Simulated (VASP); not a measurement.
Set up this calculation in VASP 6.6.1, as the native input.

| Property | Result |
| --- | --- |
| Task | single point |
| Functional | PBE |
| Potentials or basis | VASP PAW PBE potentials, release 64 (Ba_sv, Ti_sv, O_h) |
| Cutoff | 1340 eV |
| k mesh | 6 × 6 × 6 |
| Occupations | gaussian, width 0.01 eV |
| Spin | no spin polarisation |
| Hubbard terms | Ti d U = 4.0 eV |
| Dipole correction | no |
| Further INCAR settings | ALGO = Normal; EDIFF = 1e-06; NBANDS = 28 |

The structure of BaTiO3 lies in POSCAR:

```
BaTiO3
1.0
    2.8772121048      1.6611591832      2.3650449669
   -2.8772121048      1.6611591832      2.3650449669
    0.0000000000     -3.3223183665      2.3650449668
Ba Ti O
1 1 3
Direct
    0.0044831539      0.0044831539      0.0044831539
    0.5159118307      0.5159118307      0.5159118307
    0.4893774925      0.4893774925      0.9795500304
    0.4893774925      0.9795500304      0.4893774925
    0.9795500304      0.4893774925      0.4893774925
```

One way to write it, as run:

INCAR

```
ALGO = Normal
EDIFF = 1E-6
ENCUT = 1340
GGA = PE
GGA_COMPAT = F
ISIF = 2
ISMEAR = 0
LASPH = T
LCHARG = T
LDAU = T
LDAUJ = 0 0 0
LDAUL = -1 2 -1
LDAUPRINT = 1
LDAUTYPE = 2
LDAUU = 0 4 0
LELF = T
LMAXMIX = 4
LREAL = F
LVHAR = T
LWAVE = F
NBANDS = 28
NELM = 200
PREC = Accurate
SIGMA = 0.01
```

KPOINTS

```
k-points
0
Gamma
  6 6 6
```

Potentials or basis: VASP PAW PBE potentials, release 64 (Ba_sv, Ti_sv, O_h).

Run with:

```console
$ cat potpaw_PBE.64/Ba_sv/POTCAR potpaw_PBE.64/Ti_sv/POTCAR potpaw_PBE.64/O_h/POTCAR > POTCAR
$ mpirun -np 1 vasp_std > vasp.out
```

It gave:

```
Pressure               : 1.3 GPa
Largest force          : 0.652 eV/Å
Band gap on the k mesh : 2.76 eV (least direct gap 3.24 eV)
```

Caveat: spin-orbit coupling is left out, which moves the levels of the heavy elements.

Wall time 6.4 min on 1 thread of Intel(R) Xeon(R) Platinum 8259CL CPU @ 2.50GHz (Skylake/Cascade Lake), on a shared host, peak memory 0.52 GiB.
